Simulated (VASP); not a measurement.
# BaS (Fm-3m) in VASP: settings compared

BaS is run at these levels: revPBE+D3(BJ), LDA, PBEsol, RPBE+D4; tasks: single point.

All numbers are computed with VASP 6.6.1; they aren't measurements. Logs are shortened: lines on timing, memory, paths and dates and some standing lists are left out, and cuts for length are marked.

## (1) The cell of the first run

Symmetry: Fm-3m, No. 225, cubic system. Conventional cell: a = 6.388 Å, b = 6.388 Å, c = 6.388 Å, α = 90.00°, β = 90.00°, γ = 90.00°. Within 4.2 Å of Ba (site symmetry m-3m) lie 6 S at 3.19 Å. Within 4.2 Å of S (site symmetry m-3m) lie 6 Ba at 3.19 Å.

## (2) Single point, revPBE+D3(BJ)

INCAR

```
SYSTEM = BaS
  PREC = Accurate
  ENCUT = 520
  EDIFF = 1E-6
  ISMEAR = 0
  SIGMA = 0.05
  LREAL = .False.
  LASPH = .True.
  NELM = 100
  ALGO = Normal
  ISIF = 2
  LWAVE = .False.
  LCHARG = .False.
  GGA = RE
  IVDW = 12
  NBANDS = 15
```

KPOINTS

```
Automatic mesh
0
Gamma
  6 6 6
  0 0 0
```

POSCAR

```
BaS
1.0
    0.0000000000      3.1937508250      3.1937508250
    3.1937508250      0.0000000000      3.1937508250
    3.1937508250      3.1937508250      0.0000000000
Ba S
1 1
Direct
    0.5000000000      0.5000000000      0.5000000000
    0.0000000000      0.0000000000      0.0000000000
```

Potentials or basis: VASP PAW PBE potentials, release 64 (Ba_sv, S).

On the command line:

```sh
$ cat potpaw_PBE.64/Ba_sv/POTCAR potpaw_PBE.64/S/POTCAR > POTCAR
$ mpirun -np 1 vasp_std > vasp.out
```

OUTCAR:

```text
SYSTEM = BaS
   PREC = Accurate
   ENCUT = 520
   EDIFF = 1E-6
   ISMEAR = 0
   LREAL = .False.
   LASPH = .True.
   NELM = 100
   ISIF = 2
   GGA = RE
   IVDW = 12
 IVDW          = 12

 ion  position               nearest neighbor table
   1  0.500  0.500  0.500-   2 3.19   2 3.19   2 3.19   2 3.19   2 3.19   2 3.19
   2  0.000  0.000  0.000-   1 3.19   1 3.19   1 3.19   1 3.19   1 3.19   1 3.19

  LATTYP: Found a face centered cubic cell.
 ALAT       =     6.3875016500

  Lattice vectors:

 A1 = (   0.0000000000,   3.1937508250,   3.1937508250)
 A2 = (   3.1937508250,   0.0000000000,   3.1937508250)
 A3 = (   3.1937508250,   3.1937508250,   0.0000000000)

Analysis of symmetry for initial positions (statically):
[... 5 lines left out ...]
 face centered cubic supercell.

 Subroutine GETGRP returns: Found 48 space group operations
 (whereof 48 operations were pure point group operations)
 out of a pool of 48 trial point group operations.

The static configuration has the point symmetry O_h .

Analysis of symmetry for dynamics (positions and initial velocities):
[... 5 lines left out ...]
 face centered cubic supercell.

 Subroutine GETGRP returns: Found 48 space group operations
 (whereof 48 operations were pure point group operations)
 out of a pool of 48 trial point group operations.

The dynamic configuration has the point symmetry O_h .

 Subroutine INISYM returns: Found 48 space group operations
 (whereof 48 operations are pure point group operations),
 and found     1 'primitive' translations

----------------------------------------------------------------------------------------

                                     Primitive cell

  volume of cell :      65.1528

  direct lattice vectors                    reciprocal lattice vectors
     0.000000000  3.193750825  3.193750825    -0.156555733  0.156555733  0.156555733
     3.193750825  0.000000000  3.193750825     0.156555733 -0.156555733  0.156555733
     3.193750825  3.193750825  0.000000000     0.156555733  0.156555733 -0.156555733

  length of vectors
     4.516645732  4.516645732  4.516645732     0.271162483  0.271162483  0.271162483

  position of ions in fractional coordinates (direct lattice)
     0.500000000  0.500000000  0.500000000
     0.000000000  0.000000000  0.000000000

  ion indices of the primitive-cell ions
   primitive index   ion index
                 1           1
                 2           2

----------------------------------------------------------------------------------------

 KPOINTS: Automatic mesh

Automatic generation of k-mesh.
 Grid dimensions read from file:
 generate k-points for:    6    6    6

 Generating k-lattice:

  Cartesian coordinates                     Fractional coordinates (reciprocal lattice)
    -0.026092622  0.026092622  0.026092622     0.166666667  0.000000000  0.000000000
     0.026092622 -0.026092622  0.026092622     0.000000000  0.166666667  0.000000000
     0.026092622  0.026092622 -0.026092622     0.000000000  0.000000000  0.166666667

  Length of vectors
     0.045193747  0.045193747  0.045193747

  Shift w.r.t. Gamma in fractional coordinates (k-lattice)
     0.000000000  0.000000000  0.000000000

 Subroutine IBZKPT returns following result:
 ===========================================

 Found     16 irreducible k-points:

 Following reciprocal coordinates:
            Coordinates               Weight
  0.000000  0.000000  0.000000      1.000000
  0.166667  0.000000  0.000000      8.000000
  0.333333  0.000000  0.000000      8.000000
  0.500000  0.000000  0.000000      4.000000
  0.166667  0.166667  0.000000      6.000000
  0.333333  0.166667  0.000000     24.000000
[... 8 lines left out ...]
 -0.333333  0.333333  0.166667     24.000000
 -0.333333  0.500000  0.166667     12.000000
   k-points           NKPTS =     16   k-points in BZ     NKDIM =     16   number of bands    NBANDS=     15
   number of dos      NEDOS =    301   number of ions     NIONS =      2
   total plane-waves  NPLWV =  46656
   dimension x,y,z NGX =    36 NGY =   36 NGZ =   36
   dimension x,y,z NGXF=    72 NGYF=   72 NGZF=   72
   ions per type =               1   1
   NGX,Y,Z   is equivalent  to a cutoff of  13.25, 13.25, 13.25 a.u.
   NGXF,Y,Z  is equivalent  to a cutoff of  26.50, 26.50, 26.50 a.u.
 SYSTEM =  BaS
   PREC   = accura    normal or accurate (medium, high low for compatibility)
   ISTART =      0    job   : 0-new  1-cont  2-samecut
   ICHARG =      2    charge: 1-file 2-atom 10-const
   ISPIN  =      1    spin polarized calculation?
   LNONCOLLINEAR =      F non collinear calculations
   LSORBIT =      F    spin-orbit coupling
   LASPH  =      T    aspherical Exc in radial PAW
   ENCUT  =  520.0 eV  38.22 Ry    6.18 a.u.   8.40  8.40  8.40*2*pi/ulx,y,z
   NELM   =    100;   NELMIN=  2; NELMDL= -5     # of ELM steps
   EDIFF  = 0.1E-05   stopping-criterion for ELM
   LREAL  =      F    real-space projection
[... 58 lines left out ...]
      3      -9.6309      2.00000
      4      -9.6309      2.00000
      5      -8.8083      2.00000
      6       1.5395      2.00000
      7       1.5395      2.00000
      8       1.5395      2.00000
      9       5.3103      0.00000
     10       5.4815      0.00000
     11       5.4815      0.00000
     12       5.4815      0.00000
     13       6.3608      0.00000
     14       6.3608      0.00000
     15      10.4669      0.00000

 k-point     2 :       0.1667    0.0000    0.0000
  band No.  band energies     occupation
      1     -24.5547      2.00000
      2     -10.0664      2.00000
      3      -9.6403      2.00000
      4      -9.6403      2.00000
      5      -8.3487      2.00000
      6       0.9096      2.00000
      7       1.2000      2.00000
      8       1.2000      2.00000
      9       5.5425      0.00000
     10       5.8871      0.00000
     11       5.8871      0.00000
     12       6.2575      0.00000
     13       7.1353      0.00000
     14       7.1353      0.00000
     15      11.5000      0.00000

 k-point     3 :       0.3333    0.0000    0.0000
  band No.  band energies     occupation
      1     -24.5327      2.00000
      2     -10.5580      2.00000
      3      -9.6588      2.00000
      4      -9.6588      2.00000
      5      -7.8046      2.00000
      6       0.0119      2.00000
      7       0.6774      2.00000
      8       0.6774      2.00000
      9       6.1057      0.00000
     10       6.9660      0.00000
     11       6.9660      0.00000
     12       7.6970      0.00000
     13       8.8855      0.00000
     14       8.8855      0.00000
     15      12.0059      0.00000

 k-point     4 :       0.5000    0.0000    0.0000
  band No.  band energies     occupation
      1     -24.5217      2.00000
      2     -10.7436      2.00000
      3      -9.6679      2.00000
      4      -9.6679      2.00000
      5      -7.5899      2.00000
      6      -0.3534      2.00000
      7       0.4625      2.00000
      8       0.4625      2.00000
      9       7.1630      0.00000
     10       7.3645      0.00000
     11       7.9003      0.00000
     12       7.9003      0.00000
     13      10.4826      0.00000
     14      10.4830      0.00000
     15      10.5815      0.00000
[... 163 lines left out ...]
 k-point    14 :       0.5000    0.3333    0.1667
  band No.  band energies     occupation
      1     -24.5188      2.00000
      2     -10.4005      2.00000
      3      -9.8386      2.00000
      4      -9.7398      2.00000
      5      -8.0498      2.00000
      6       0.2641      2.00000
      7       0.7212      2.00000
      8       1.1581      2.00000
      9       5.1040      0.00000
     10       7.1338      0.00000
     11       7.7886      0.00000
     12       8.0374      0.00000
     13       8.9292      0.00000
     14      10.4338      0.00000
     15      10.7427      0.00000

 k-point    15 :      -0.3333    0.3333    0.1667
  band No.  band energies     occupation
      1     -24.5117      2.00000
      2     -10.3944      2.00000
      3      -9.8922      2.00000
      4      -9.7977      2.00000
      5      -8.0408      2.00000
      6       0.2776      2.00000
      7       0.8485      2.00000
      8       0.9136      2.00000
      9       6.0884      0.00000
     10       6.1884      0.00000
     11       8.2109      0.00000
     12       8.5818      0.00000
     13       8.9447      0.00000
     14      10.9572      0.00000
     15      11.1127      0.00000

 k-point    16 :      -0.3333    0.5000    0.1667
  band No.  band energies     occupation
      1     -24.5084      2.00000
      2     -10.0830      2.00000
      3     -10.0333      2.00000
      4      -9.8910      2.00000
      5      -8.3096      2.00000
      6       0.6523      2.00000
      7       1.0220      2.00000
      8       1.1661      2.00000
      9       4.8352      0.00000
     10       7.1546      0.00000
     11       7.7641      0.00000
     12       8.5363      0.00000
     13       9.0804      0.00000
     14       9.9436      0.00000
     15      11.4658      0.00000

------------------------ aborting loop because EDIFF is reached ----------------------------------------

 Edisp (eV)   -0.97485

 E8    (eV) :    -0.7094

  FORCE on cell =-STRESS in cart. coord.  units (eV):
  Direction    XX          YY          ZZ          XY          YZ          ZX
  --------------------------------------------------------------------------------------
  -------------------------------------------------------------------------------------
  Total       0.01126     0.01126     0.01126     0.00000     0.00000     0.00000
  in kB       0.27695     0.27695     0.27695     0.00000     0.00000     0.00000
  external pressure =        0.28 kB  Pullay stress =        0.00 kB

 VOLUME and BASIS-vectors are now :
 -----------------------------------------------------------------------------
  energy-cutoff  :      520.00
  volume of cell :       65.15
      direct lattice vectors                 reciprocal lattice vectors
     0.000000000  3.193750825  3.193750825    -0.156555733  0.156555733  0.156555733
     3.193750825  0.000000000  3.193750825     0.156555733 -0.156555733  0.156555733
     3.193750825  3.193750825  0.000000000     0.156555733  0.156555733 -0.156555733

 POSITION                                       TOTAL-FORCE (eV/Angst)
 -----------------------------------------------------------------------------------
      3.19375      3.19375      3.19375        -0.000000      0.000000     -0.000000
      0.00000      0.00000      0.00000         0.000000     -0.000000      0.000000
 -----------------------------------------------------------------------------------
    total drift:                                0.000000      0.000000      0.000000

  FREE ENERGIE OF THE ION-ELECTRON SYSTEM (eV)
  ---------------------------------------------------
  free  energy   TOTEN  =       -10.6510841225 eV

  energy  without entropy=      -10.6510841225  energy(sigma->0) =      -10.65108412
```

It took 29 s on 1 thread of Intel Xeon Platinum 8259CL at 2.50GHz (Skylake/Cascade Lake), shared host; peak memory 0.21 GiB.

What came out:

```
Free energy                : -10.6511 eV
Pressure                   : 0.0 GPa
Band gap on the k mesh     : 2.21 eV, indirect (least direct gap 2.35 eV)
Dispersion energy per atom : -0.487 eV
```

Caveat: the PAW data sets were made with another functional, which shifts forces and pressure a little; spin-orbit coupling is left out, which moves the levels of the heavy elements. A k mesh can miss the band edges.

## (3) Single point, LDA (volume scaled by 0.98)

INCAR

```
ALGO     = Normal         # electronic algorithm
EDIFF    = 1E-7           # SCF threshold, eV
ENCUT    = 520            # plane-wave cutoff, eV
ISIF     = 2              # what is computed and relaxed
ISMEAR   = 0              # smearing method
LASPH    = True           # aspherical terms in the spheres
LCHARG   = True           # write CHGCAR
LELF     = True           # ELF
LREAL    = False          # projectors in reciprocal space
LVHAR    = True         
LWAVE    = False          # write WAVECAR
NBANDS   = 15             # bands
NELM     = 60             # most SCF steps
PREC     = Accurate       # precision mode
SIGMA    = 0.05           # smearing width, eV
```

KPOINTS

```
k-points
0
Gamma
  6 6 6
```

POSCAR

```
BaS
1.0
    0.0000000000      3.1145158532      3.1145158532
    3.1145158532      0.0000000000      3.1145158532
    3.1145158532      3.1145158532      0.0000000000
Ba S
1 1
Direct
    0.5000000000      0.5000000000      0.5000000000
    0.0000000000      0.0000000000      0.0000000000
```

Potentials or basis: VASP PAW LDA potentials, release 64 (Ba_sv, S).

On the command line:

```sh
$ cat potpaw_LDA.64/Ba_sv/POTCAR potpaw_LDA.64/S/POTCAR > POTCAR
$ mpirun -np 1 vasp_std > vasp.out
```

It took 6.8 s on 1 thread of Intel Xeon 6975P-C (Granite Rapids), shared host; peak memory 0.17 GiB.

Results (log left out):

- Free energy: -11.1616 eV
- Pressure: 1.9 GPa
- Band gap on the k mesh: 1.75 eV, indirect (least direct gap 1.84 eV)

Levels at points of the mesh, in eV from the valence-band top:
```tsv
k point	band 5	band 6	band 7	band 8	band 9	band 10	band 11	band 12
(0.00, 0.00, 0.00)	-10.44	0.00	0.00	0.00	3.69	3.69	3.69	3.69
(0.50, 0.00, 0.00)	-8.80	-2.19	-1.27	-1.27	5.65	5.70	6.46	6.46
(0.50, 0.50, 0.00)	-10.35	-0.43	-0.09	-0.09	1.75	6.05	6.31	7.81
```

Caveat: spin-orbit coupling is left out, which moves the levels of the heavy elements.

## (4) Single point, LDA (volume scaled by 0.96)

INCAR

```
PREC = Accurate ; ENCUT = 520
EDIFF = 1E-6 ; ISMEAR = 0
SIGMA = 0.05 ; LREAL = F
LASPH = T ; NELM = 60
ALGO = Normal ; ISIF = 2
LWAVE = F ; LCHARG = F
GGA = CA ; NBANDS = 15
```

KPOINTS

```
regular mesh
0
Gamma
  6 6 6
```

POSCAR

```
BaS
1.0
    0.0000000000      3.0931828833      3.0931828833
    3.0931828833      0.0000000000      3.0931828833
    3.0931828833      3.0931828833      0.0000000000
Ba S
1 1
Direct
    0.5000000000      0.5000000000      0.5000000000
    0.0000000000      0.0000000000      0.0000000000
```

On the command line:

```sh
$ cat potpaw_LDA.64/Ba_sv/POTCAR potpaw_LDA.64/S/POTCAR > POTCAR
$ mpirun -np 1 vasp_std > vasp.out
```

Run time: 5.9 s. Hardware: 1 thread of Intel Xeon 6975P-C (Granite Rapids), shared host; peak memory 0.17 GiB.

The run converged. Its results:

- Free energy: -11.1418 eV
- Pressure: 3.2 GPa
- Band gap on the k mesh: 1.71 eV, indirect (least direct gap 1.78 eV)

Levels at points of the mesh, in eV from the valence-band top:
| k point | band 4 | band 5 | band 6 | band 7 | band 8 | band 9 | band 10 | band 11 | band 12 | band 13 |
| --- | --- | --- | --- | --- | --- | --- | --- | --- | --- | --- |
| (0.00, 0.00, 0.00) | -10.79 | -10.47 | 0.00 | 0.00 | 0.00 | 3.69 | 3.69 | 3.69 | 3.80 | 4.78 |
| (0.50, 0.00, 0.00) | -10.84 | -8.73 | -2.24 | -1.32 | -1.32 | 5.72 | 5.76 | 6.54 | 6.54 | 9.09 |
| (0.50, 0.50, 0.00) | -11.07 | -10.40 | -0.39 | -0.07 | -0.07 | 1.71 | 6.10 | 6.45 | 7.92 | 7.92 |

Caveat: spin-orbit coupling is left out, which moves the levels of the heavy elements. A k mesh can miss the band edges.

## (5) Single point, PBEsol (volume scaled by 0.96)

INCAR

```
PREC = Accurate ; ENCUT = 520
EDIFF = 1E-6 ; ISMEAR = 0
SIGMA = 0.05 ; LREAL = False
LASPH = True ; NELM = 80
ALGO = Normal ; ISIF = 2
LWAVE = False ; LCHARG = False
GGA = PS ; NBANDS = 15
```

KPOINTS

```
Automatic mesh
0
Gamma
  6 6 6
```

POSCAR

```
BaS
1.0
    0.0000000000      3.1231453934      3.1231453934
    3.1231453934      0.0000000000      3.1231453934
    3.1231453934      3.1231453934      0.0000000000
Ba S
1 1
Direct
    0.5000000000      0.5000000000      0.5000000000
    0.0000000000      0.0000000000      0.0000000000
```

Potentials or basis: VASP PAW PBE potentials, release 64 (Ba_sv, S).

On the command line:

```sh
$ cat potpaw_PBE.64/Ba_sv/POTCAR potpaw_PBE.64/S/POTCAR > POTCAR
$ mpirun -np 1 vasp_std > vasp.out
```

It took 7.1 s on 1 thread of Intel Xeon 6975P-C (Granite Rapids), shared host; peak memory 0.2 GiB.

The run converged. Its results:

```yaml
Free_energy: -10.6891 eV
Pressure: 2.9 GPa
Band_gap_on_the_k_mesh: 1.85 eV, indirect (least direct gap 1.94 eV)
```

Levels at points of the mesh, in eV from the valence-band top:
```tsv
k point	band 6	band 7	band 8	band 9	band 10	band 11
(0.00, 0.00, 0.00)	0.00	0.00	0.00	3.74	3.77	3.77
(0.50, 0.00, 0.00)	-2.15	-1.25	-1.25	5.69	5.72	6.51
(0.50, 0.50, 0.00)	-0.45	-0.10	-0.10	1.85	6.07	6.34
```

Caveat: the PAW data sets were made with another functional, which shifts forces and pressure a little; spin-orbit coupling is left out, which moves the levels of the heavy elements. A k mesh can miss the band edges.

## (6) Single point, RPBE+D4 (volume scaled by 0.96)

INCAR

```
SYSTEM = BaS
PREC = Accurate
ENCUT = 520
EDIFF = 1E-6
ISMEAR = 0
SIGMA = 0.05
LREAL = .FALSE.
LASPH = .TRUE.
NELM = 100
ALGO = Normal
ISIF = 2
LWAVE = .FALSE.
LCHARG = .FALSE.
GGA = RP
IVDW = 13
NBANDS = 15
```

KPOINTS

```
regular mesh
0
G
  6 6 6
  0 0 0
```

POSCAR

```
BaS
1.0
    0.0000000000      3.1622193557      3.1622193557
    3.1622193557      0.0000000000      3.1622193557
    3.1622193557      3.1622193557      0.0000000000
Ba S
1 1
Direct
    0.5000000000      0.5000000000      0.5000000000
    0.0000000000      0.0000000000      0.0000000000
```

Potentials or basis: VASP PAW PBE potentials, release 64 (Ba_sv, S).

On the command line:

```sh
$ cat potpaw_PBE.64/Ba_sv/POTCAR potpaw_PBE.64/S/POTCAR > POTCAR
$ mpirun -np 1 vasp_std > vasp.out
```

Wall time 8.5 s (1 thread of Intel Xeon 6975P-C (Granite Rapids), shared host); peak memory 0.2 GiB.

It converged, with:

```
Free energy                : -10.3744 eV
Pressure                   : 2.5 GPa
Band gap on the k mesh     : 2.20 eV, indirect (least direct gap 2.31 eV)
Dispersion energy per atom : -0.404 eV
```

Levels at points of the mesh, in eV from the valence-band top:
```csv
k point,band 4,band 5,band 6,band 7,band 8,band 9,band 10,band 11,band 12,band 13
"(0.00, 0.00, 0.00)",-11.09,-10.39,0.00,0.00,0.00,3.97,3.97,3.97,3.98,4.86
"(0.50, 0.00, 0.00)",-11.13,-9.04,-1.94,-1.13,-1.13,5.75,5.96,6.49,6.49,9.15
"(0.50, 0.50, 0.00)",-11.29,-10.31,-0.47,-0.12,-0.12,2.20,6.02,6.32,7.69,7.69
```

Caveat: the PAW data sets were made with another functional, which shifts forces and pressure a little; spin-orbit coupling is left out, which moves the levels of the heavy elements.

## (7) Overview

```csv
level,potentials or basis,cell,gap on the mesh (eV),pressure (GPa)
revPBE+D3(BJ),"VASP PAW PBE potentials, release 64 (Ba_sv, S)","a = 4.517 Å, angles 60.0°, 2 atoms",2.21,0.0
LDA,"VASP PAW LDA potentials, release 64 (Ba_sv, S)","a = 4.405 Å, angles 60.0°, 2 atoms",1.75,1.9
LDA,"VASP PAW LDA potentials, release 64 (Ba_sv, S)","a = 4.374 Å, angles 60.0°, 2 atoms",1.71,3.2
PBEsol,"VASP PAW PBE potentials, release 64 (Ba_sv, S)","a = 4.417 Å, angles 60.0°, 2 atoms",1.85,2.9
RPBE+D4,"VASP PAW PBE potentials, release 64 (Ba_sv, S)","a = 4.472 Å, angles 60.0°, 2 atoms",2.20,2.5
```

Alike in all rows: task single point; no spin polarisation; k mesh 6 × 6 × 6; cutoff (eV) 520; smearing gaussian 0.05 eV.

Caveats: spin-orbit coupling is left out, which moves the levels of the heavy elements; the PAW data sets were made with another functional, which shifts forces and pressure a little (some runs).

Total energies depend on the potentials used, so only differences within one code and one set of settings carry meaning.
